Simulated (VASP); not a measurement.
# KTaO3 (Pm-3m) in VASP: further runs

Runs on KTaO3. Level: PBEsol. Tasks: single point, relaxation of cell and atoms.

Everything below comes from runs of VASP 6.6.1. Logs are shortened: lines on timing, memory, paths and dates and some standing lists are left out, and cuts for length are marked.

### 1 The cell of the first run

It takes space group Pm-3m (No. 221, cubic). The conventional cell has a = 3.985 Å, b = 3.985 Å, c = 3.985 Å, α = 90.00°, β = 90.00°, γ = 90.00°. Ta (site symmetry m-3m) has 6 O at 1.99 Å within 2.6 Å. Within 3.7 Å of K (site symmetry m-3m) lie 12 O at 2.82 Å and 8 Ta at 3.45 Å. O (site symmetry 4/mmm) has 2 Ta at 1.99 Å within 2.6 Å.

### 2 Single point, PBEsol

Input file INCAR:

```
SYSTEM = KTaO3
PREC = Accurate
ENCUT = 520
EDIFF = 1E-7
ISMEAR = -1
SIGMA = 0.05
LREAL = .False.
LASPH = .True.
NELM = 80
ALGO = Normal
ISIF = 2
LWAVE = .False.
LCHARG = .False.
GGA = PS
NBANDS = 27
```

Input file KPOINTS:

```
Automatic mesh
0
Gamma
  7 7 7
  0 0 0
```

Input file POSCAR:

```
KTaO3
1.0
    3.9853939738      0.0000000000      0.0000000000
    0.0000000000      3.9853939738      0.0000000000
    0.0000000000      0.0000000000      3.9853939738
Ta K O
1 1 3
Direct
    0.0000000000      0.0000000000      0.0000000000
    0.5000000000      0.5000000000      0.5000000000
    0.0000000000      0.0000000000      0.5000000000
    0.0000000000      0.5000000000      0.0000000000
    0.5000000000      0.0000000000      0.0000000000
```

Potentials or basis: VASP PAW PBE potentials, release 64 (Ta_pv, K_sv, O).

Started as:

```console
$ cat potpaw_PBE.64/Ta_pv/POTCAR potpaw_PBE.64/K_sv/POTCAR potpaw_PBE.64/O/POTCAR > POTCAR
$ mpirun -np 1 vasp_std > vasp.out
```

OUTCAR:

```text
SYSTEM = KTaO3
   PREC = Accurate
   ENCUT = 520
   EDIFF = 1E-7
   ISMEAR = -1
   LREAL = .False.
   LASPH = .True.
   NELM = 80
   ISIF = 2
   GGA = PS

 ion  position               nearest neighbor table
   1  0.000  0.000  0.000-   3 1.99   4 1.99   5 1.99   3 1.99   4 1.99   5 1.99   2 3.45   2 3.45
                             2 3.45   2 3.45   2 3.45   2 3.45   2 3.45   2 3.45
   2  0.500  0.500  0.500-   3 2.82   4 2.82   5 2.82   4 2.82   5 2.82   3 2.82   5 2.82   5 2.82
                             3 2.82   4 2.82   4 2.82   3 2.82   1 3.45   1 3.45   1 3.45   1 3.45
   3  0.000  0.000  0.500-   1 1.99   1 1.99   2 2.82   2 2.82   2 2.82   2 2.82
   4  0.000  0.500  0.000-   1 1.99   1 1.99   2 2.82   2 2.82   2 2.82   2 2.82
   5  0.500  0.000  0.000-   1 1.99   1 1.99   2 2.82   2 2.82   2 2.82   2 2.82

  LATTYP: Found a simple cubic cell.
 ALAT       =     3.9853939738

  Lattice vectors:

 A1 = (   3.9853939738,   0.0000000000,   0.0000000000)
 A2 = (   0.0000000000,   3.9853939738,   0.0000000000)
 A3 = (   0.0000000000,   0.0000000000,   3.9853939738)

Analysis of symmetry for initial positions (statically):
=====================================================================
 Subroutine PRICEL returns:
 Original cell was already a primitive cell.

 Routine SETGRP: Setting up the symmetry group for a
 simple cubic supercell.

 Subroutine GETGRP returns: Found 48 space group operations
 (whereof 48 operations were pure point group operations)
 out of a pool of 48 trial point group operations.

The static configuration has the point symmetry O_h .

Analysis of symmetry for dynamics (positions and initial velocities):
=====================================================================
 Subroutine PRICEL returns:
 Original cell was already a primitive cell.

 Routine SETGRP: Setting up the symmetry group for a
 simple cubic supercell.

 Subroutine GETGRP returns: Found 48 space group operations
 (whereof 48 operations were pure point group operations)
 out of a pool of 48 trial point group operations.

The dynamic configuration has the point symmetry O_h .

 Subroutine INISYM returns: Found 48 space group operations
 (whereof 48 operations are pure point group operations),
 and found     1 'primitive' translations

----------------------------------------------------------------------------------------

                                     Primitive cell

  volume of cell :      63.3015

  direct lattice vectors                    reciprocal lattice vectors
     3.985393974  0.000000000  0.000000000     0.250916222  0.000000000  0.000000000
     0.000000000  3.985393974  0.000000000     0.000000000  0.250916222  0.000000000
     0.000000000  0.000000000  3.985393974     0.000000000  0.000000000  0.250916222

  length of vectors
     3.985393974  3.985393974  3.985393974     0.250916222  0.250916222  0.250916222

  position of ions in fractional coordinates (direct lattice)
     0.000000000  0.000000000  0.000000000
     0.500000000  0.500000000  0.500000000
     0.000000000  0.000000000  0.500000000
     0.000000000  0.500000000  0.000000000
     0.500000000  0.000000000  0.000000000

  ion indices of the primitive-cell ions
   primitive index   ion index
                 1           1
                 2           2
                 3           3
                 4           4
                 5           5

----------------------------------------------------------------------------------------

 KPOINTS: Automatic mesh

Automatic generation of k-mesh.
 Grid dimensions read from file:
 generate k-points for:    7    7    7

 Generating k-lattice:

  Cartesian coordinates                     Fractional coordinates (reciprocal lattice)
     0.035845175  0.000000000  0.000000000     0.142857143  0.000000000  0.000000000
     0.000000000  0.035845175  0.000000000     0.000000000  0.142857143  0.000000000
     0.000000000  0.000000000  0.035845175     0.000000000  0.000000000  0.142857143

  Length of vectors
     0.035845175  0.035845175  0.035845175

  Shift w.r.t. Gamma in fractional coordinates (k-lattice)
     0.000000000  0.000000000  0.000000000

 Subroutine IBZKPT returns following result:
 ===========================================

 Found     20 irreducible k-points:

 Following reciprocal coordinates:
            Coordinates               Weight
  0.000000  0.000000  0.000000      1.000000
  0.142857  0.000000  0.000000      6.000000
  0.285714  0.000000  0.000000      6.000000
  0.428571  0.000000  0.000000      6.000000
  0.142857  0.142857  0.000000     12.000000
  0.285714  0.142857  0.000000     24.000000
[... 12 lines left out ...]
  0.428571  0.428571  0.285714     24.000000
  0.428571  0.428571  0.428571      8.000000
   k-points           NKPTS =     20   k-points in BZ     NKDIM =     20   number of bands    NBANDS=     27
   number of dos      NEDOS =    301   number of ions     NIONS =      5
   total plane-waves  NPLWV =  27000
   dimension x,y,z NGX =    30 NGY =   30 NGZ =   30
   dimension x,y,z NGXF=    60 NGYF=   60 NGZF=   60
   ions per type =               1   1   3
   NGX,Y,Z   is equivalent  to a cutoff of  12.51, 12.51, 12.51 a.u.
   NGXF,Y,Z  is equivalent  to a cutoff of  25.03, 25.03, 25.03 a.u.
 SYSTEM =  KTaO3
   PREC   = accura    normal or accurate (medium, high low for compatibility)
   ISTART =      0    job   : 0-new  1-cont  2-samecut
   ICHARG =      2    charge: 1-file 2-atom 10-const
   ISPIN  =      1    spin polarized calculation?
   LNONCOLLINEAR =      F non collinear calculations
   LSORBIT =      F    spin-orbit coupling
   LASPH  =      T    aspherical Exc in radial PAW
   ENCUT  =  520.0 eV  38.22 Ry    6.18 a.u.   7.41  7.41  7.41*2*pi/ulx,y,z
   NELM   =     80;   NELMIN=  2; NELMDL= -5     # of ELM steps
   EDIFF  = 0.1E-06   stopping-criterion for ELM
   LREAL  =      F    real-space projection
   EDIFFG = 0.1E-05   stopping-criterion for IOM
   NSW    =      0    number of steps for IOM
   IBRION =     -1    ionic relax: 0-MD 1-quasi-New 2-CG
   NFREE  =      0    steps in history (QN), initial steepest desc. (CG)
   ISIF   =      2    stress and relaxation
   ISYM   =      2    0-nonsym 1-usesym 2-fastsym
   POTIM  = 0.5000    time-step for ionic-motion
   TEBEG  =    0.0;   TEEND  =   0.0 temperature during run
   PSTRESS=    0.0 pullay stress
   NELECT =      38.0000    total number of electrons
   NUPDOWN=      -1.0000    fix difference up-down
   EMIN   =  10.00;   EMAX   =-10.00  energy-range for DOS
   EFERMI =   0.00;   METHOD = LEGACY
   ISMEAR =    -1;   SIGMA  =   0.05  broadening in eV -4-tet -1-fermi 0-gaus
   EFERMI_NEDOS =   21; number of points for ismear=-14 and -15
   IALGO  =     38    algorithm
   IMIX   =      4    mixing-type and parameters
     AMIX     =   0.40;   BMIX     =  1.00
     AMIX_MAG =   1.60;   BMIX_MAG =  1.00
  volume/ion in A,a.u.               =      12.66        85.44
  Fermi-wavevector in a.u.,A,eV,Ry     =   1.381014  2.609738 25.949029  1.907200
  Thomas-Fermi vector in A             =   2.505838
   LORBIT       =      0    0 simple, 1 ext, 2 COOP (PROOUT), +10 PAW based schemes
   GGA     = PS    functional components
   LHFCALC =     F    Hartree Fock is set to
   AEXX    =    0.0000 exact exchange contribution
   IVDW    =     0    specifies the selected vdW correction
   LEPSILON=     F    determine dielectric tensor
   LRPA    =     F    only Hartree local field effects (RPA)
 non-spin polarized calculation
  energy-cutoff  :      520.00
  volume of cell :       63.30
 maximum number of plane-waves:      1743
 NGX is ok and might be reduce to    30
   NGX = 15   NGY = 15   NGZ = 15

 number of electron      37.9999976 magnetization

 Free energy of the ion-electron system (eV)
  ---------------------------------------------------
  ext. energy  EPLUGINS =         0.00000000
  ---------------------------------------------------
  free energy    TOTEN  =       -42.92028477 eV

  energy without entropy =      -42.92028477  energy(sigma->0) =      -42.92028477

 E-fermi :   2.7649     XC(G=0): -11.1509

 val. band max:        1.6182542821   @ k =   0.4286   0.4286   0.4286
 cond. band min:       3.7672305403   @ k =   0.0000   0.0000   0.0000
 fundamental gap:      2.1489762582
 Fermi energy:         2.7649362177

 k-point     1 :       0.0000    0.0000    0.0000
  band No.  band energies     occupation
      1     -32.3762      2.00000
      2     -32.3762      2.00000
      3     -32.3762      2.00000
      4     -25.4387      2.00000
      5     -15.8153      2.00000
      6     -15.0876      2.00000
[... 19 lines left out ...]
     26       9.5882      0.00000
     27       9.5882      0.00000

 k-point     2 :       0.1429    0.0000    0.0000
  band No.  band energies     occupation
      1     -32.3938      2.00000
      2     -32.3756      2.00000
      3     -32.3756      2.00000
      4     -25.4331      2.00000
      5     -15.7588      2.00000
      6     -15.0829      2.00000
[... 19 lines left out ...]
     26       9.8498      0.00000
     27       9.9095      0.00000

 k-point     3 :       0.2857    0.0000    0.0000
  band No.  band energies     occupation
      1     -32.4329      2.00000
      2     -32.3740      2.00000
      3     -32.3740      2.00000
      4     -25.4204      2.00000
      5     -15.7074      2.00000
      6     -15.0726      2.00000
[... 19 lines left out ...]
     26      10.4679      0.00000
     27      11.1383      0.00000

 k-point     4 :       0.4286    0.0000    0.0000
  band No.  band energies     occupation
      1     -32.4639      2.00000
      2     -32.3728      2.00000
      3     -32.3728      2.00000
      4     -25.4102      2.00000
      5     -15.7089      2.00000
      6     -15.0642      2.00000
[... 19 lines left out ...]
     26      11.0011      0.00000
     27      12.1158      0.00000
[... 396 lines left out ...]
      4     -25.3906      2.00000
      5     -14.8300      2.00000
      6     -14.5312      2.00000
[... 19 lines left out ...]
     26      12.3328      0.00000
     27      12.5102      0.00000

 k-point    19 :       0.4286    0.4286    0.2857
  band No.  band energies     occupation
      1     -32.4570      2.00000
      2     -32.4569      2.00000
      3     -32.4251      2.00000
      4     -25.3851      2.00000
      5     -14.6682      2.00000
      6     -14.2449      2.00000
[... 19 lines left out ...]
     26      12.7986      0.00000
     27      12.8337      0.00000

 k-point    20 :       0.4286    0.4286    0.4286
  band No.  band energies     occupation
      1     -32.4556      2.00000
      2     -32.4555      2.00000
      3     -32.4555      2.00000
      4     -25.3795      2.00000
      5     -14.2547      2.00000
      6     -14.1923      2.00000
[... 19 lines left out ...]
     26      12.5682      0.00000
     27      13.6454      0.00000

------------------------ aborting loop because EDIFF is reached ----------------------------------------

  FORCE on cell =-STRESS in cart. coord.  units (eV):
  Direction    XX          YY          ZZ          XY          YZ          ZX
  --------------------------------------------------------------------------------------
  -------------------------------------------------------------------------------------
  Total        0.2888489      0.2888489      0.2888489     -0.0000000     -0.0000000      0.0000000
  in kB        7.3108446      7.3108446      7.3108446     -0.0000000     -0.0000000      0.0000000
  external PRESSURE =       7.3108446 kB  Pullay stress =       0.0000000 kB

 VOLUME and BASIS-vectors are now :
 -----------------------------------------------------------------------------
  energy-cutoff  :      520.00
  volume of cell :       63.30
      direct lattice vectors                 reciprocal lattice vectors
     3.985393974  0.000000000  0.000000000     0.250916222  0.000000000  0.000000000
     0.000000000  3.985393974  0.000000000     0.000000000  0.250916222  0.000000000
     0.000000000  0.000000000  3.985393974     0.000000000  0.000000000  0.250916222

 POSITION                                       TOTAL-FORCE (eV/Angst)
 -----------------------------------------------------------------------------------
      0.00000      0.00000      0.00000         0.000000      0.000000      0.000000
      1.99270      1.99270      1.99270         0.000000      0.000000      0.000000
      0.00000      0.00000      1.99270         0.000000      0.000000      0.000000
      0.00000      1.99270      0.00000         0.000000      0.000000      0.000000
      1.99270      0.00000      0.00000         0.000000      0.000000      0.000000
 -----------------------------------------------------------------------------------
    total drift:                                0.000000     -0.000000      0.000000

  FREE ENERGIE OF THE ION-ELECTRON SYSTEM (eV)
  ---------------------------------------------------
  free  energy   TOTEN  =       -42.9202847695 eV

  energy  without entropy=      -42.9202847694  energy(sigma->0) =      -42.92028477
```

Run time: 71 s. Hardware: 1 thread of Intel Xeon 8259CL, shared host; peak memory 0.19 GiB.

What came out:

- Free energy: -42.9203 eV
- Pressure: 0.7 GPa
- Band gap on the k mesh: 2.15 eV (least direct gap 2.71 eV)

Levels at points of the mesh, in eV from the valence-band top:
```csv
k point,band 17,band 18,band 19,band 20,band 21,band 22
"(0.00, 0.00, 0.00)",-0.56,-0.56,-0.56,2.15,2.15,2.15
```

Caveat: the PAW data sets were made with another functional, which shifts forces and pressure a little; spin-orbit coupling is left out, which moves the levels of the heavy elements; an odd mesh through Γ misses points on the zone boundary, where band edges can lie.

### 3 Single point, PBEsol

This run uses another cell than the first one, of 12.54 Å³/atom.

Input file INCAR:

```
SYSTEM = KTaO3
  PREC = Accurate
  ENCUT = 520
  EDIFF = 1E-6
  ISMEAR = -1
  SIGMA = 0.05
  LREAL = .FALSE.
  LASPH = .TRUE.
  NELM = 60
  ALGO = Normal
  ISIF = 2
  LWAVE = .FALSE.
  LCHARG = .FALSE.
  GGA = PS
  NBANDS = 27
```

Input file KPOINTS:

```
regular mesh
0
G
  7 7 7
  0 0 0
```

POSCAR, as its differences from that of step 2:

```diff
@@ -2,5 +2,5 @@
 1.0
-    3.9853939738      0.0000000000      0.0000000000
-    0.0000000000      3.9853939738      0.0000000000
-    0.0000000000      0.0000000000      3.9853939738
+    3.9725132726      0.0000000000      0.0000000000
+    0.0000000000      3.9725132726      0.0000000000
+    0.0000000000      0.0000000000      3.9725132726
 Ta K O
```

Potentials or basis: VASP PAW PBE potentials, release 64 (Ta_pv, K_sv, O).

Started as:

```console
$ cat potpaw_PBE.64/Ta_pv/POTCAR potpaw_PBE.64/K_sv/POTCAR potpaw_PBE.64/O/POTCAR > POTCAR
$ mpirun -np 1 vasp_std > vasp.out
```

OUTCAR:

```text
SYSTEM = KTaO3
   PREC = Accurate
   ENCUT = 520
   EDIFF = 1E-6
   ISMEAR = -1
   LREAL = .FALSE.
   LASPH = .TRUE.
   NELM = 60
   ISIF = 2
   GGA = PS

 ion  position               nearest neighbor table
   1  0.000  0.000  0.000-   3 1.99   4 1.99   5 1.99   3 1.99   4 1.99   5 1.99   2 3.44   2 3.44
                             2 3.44   2 3.44   2 3.44   2 3.44   2 3.44   2 3.44
   2  0.500  0.500  0.500-   3 2.81   4 2.81   5 2.81   4 2.81   5 2.81   3 2.81   5 2.81   5 2.81
                             3 2.81   4 2.81   4 2.81   3 2.81   1 3.44   1 3.44   1 3.44   1 3.44
   3  0.000  0.000  0.500-   1 1.99   1 1.99   2 2.81   2 2.81   2 2.81   2 2.81
[... 799 lines left out ...]
  -------------------------------------------------------------------------------------
  Total        1.0885392      1.0885392      1.0885392      0.0000000      0.0000000     -0.0000000
  in kB       27.8200944     27.8200944     27.8200944      0.0000000      0.0000000     -0.0000000
  external PRESSURE =      27.8200944 kB  Pullay stress =       0.0000000 kB

 VOLUME and BASIS-vectors are now :
 -----------------------------------------------------------------------------
  energy-cutoff  :      520.00
  volume of cell :       62.69
      direct lattice vectors                 reciprocal lattice vectors
     3.972513273  0.000000000  0.000000000     0.251729807  0.000000000  0.000000000
     0.000000000  3.972513273  0.000000000     0.000000000  0.251729807  0.000000000
     0.000000000  0.000000000  3.972513273     0.000000000  0.000000000  0.251729807

 POSITION                                       TOTAL-FORCE (eV/Angst)
 -----------------------------------------------------------------------------------
      0.00000      0.00000      0.00000         0.000000      0.000000      0.000000
      1.98626      1.98626      1.98626         0.000000      0.000000      0.000000
      0.00000      0.00000      1.98626         0.000000      0.000000      0.000000
      0.00000      1.98626      0.00000         0.000000      0.000000      0.000000
      1.98626      0.00000      0.00000         0.000000      0.000000      0.000000
 -----------------------------------------------------------------------------------
    total drift:                                0.000000     -0.000000      0.000000

  FREE ENERGIE OF THE ION-ELECTRON SYSTEM (eV)
  ---------------------------------------------------
  free  energy   TOTEN  =       -42.9129282468 eV

  energy  without entropy=      -42.9129282467  energy(sigma->0) =      -42.91292825
```

OSZICAR:

```text
N       E                     dE             d eps       ncg     rms          rms(c)
DAV:   1     0.319103635283E+03    0.31910E+03   -0.20779E+04  1080   0.141E+03
DAV:   2    -0.318508205225E+02   -0.35095E+03   -0.34191E+03  1287   0.404E+02
DAV:   3    -0.500534587171E+02   -0.18203E+02   -0.18119E+02  1506   0.888E+01
DAV:   4    -0.506776781504E+02   -0.62422E+00   -0.62287E+00  1752   0.105E+01
DAV:   5    -0.506847154806E+02   -0.70373E-02   -0.70355E-02  1409   0.902E-01    0.347E+01
DAV:   6    -0.431871182062E+02    0.74976E+01   -0.30585E+01  1277   0.379E+01    0.136E+01
DAV:   7    -0.429958294523E+02    0.19129E+00   -0.16593E+00  1411   0.821E+00    0.954E+00
DAV:   8    -0.429313305514E+02    0.64499E-01   -0.37003E-01  1238   0.501E+00    0.282E+00
DAV:   9    -0.429145072765E+02    0.16823E-01   -0.31666E-02  1297   0.140E+00    0.398E-01
DAV:  10    -0.429129588916E+02    0.15484E-02   -0.12787E-02  1468   0.736E-01    0.816E-02
DAV:  11    -0.429129089250E+02    0.49967E-04   -0.96029E-04  1440   0.194E-01    0.281E-02
DAV:  12    -0.429129269866E+02   -0.18062E-04   -0.37393E-05  1472   0.511E-02    0.763E-03
DAV:  13    -0.429129283730E+02   -0.13864E-05   -0.54100E-06  1387   0.183E-02    0.661E-03
DAV:  14    -0.429129282468E+02    0.12624E-06   -0.13155E-06  1014   0.718E-03
   1 F= -.42912928E+02 E0= -.42912928E+02  d E =-.131215E-09
```

stdout:

```text
POSCAR found type information on POSCAR TaK O
 POSCAR found :  3 types and       5 ions
 scaLAPACK will be used
 -----------------------------------------------------------------------------
|                                                                             |
|                                                                             |
|     You enforced a specific xc type in the INCAR file but a different       |
|     I HOPE YOU KNOW WHAT YOU ARE DOING!                                     |
|                                                                             |
 -----------------------------------------------------------------------------

 LDA part: xc-table for (Slater+PW92), standard interpolation
 POSCAR, INCAR and KPOINTS ok, starting setup
 FFT: planning ... GRIDC
 FFT: planning ... GRID_SOFT
 FFT: planning ... GRID
 WAVECAR not read
 entering main loop
```

It took 61 s on 1 thread of Intel Xeon 8259CL, shared host; peak memory 0.19 GiB.

Results:

```
Free energy            : -42.9129 eV
Pressure               : 2.8 GPa
Band gap on the k mesh : 2.17 eV (least direct gap 2.73 eV)
```

Caveat: the PAW data sets were made with another functional, which shifts forces and pressure a little; spin-orbit coupling is left out, which moves the levels of the heavy elements; an odd mesh through Γ misses points on the zone boundary, where band edges can lie. As with any semilocal functional, this PBEsol gap is likely too small.

(Continued in part 2 of 2.)
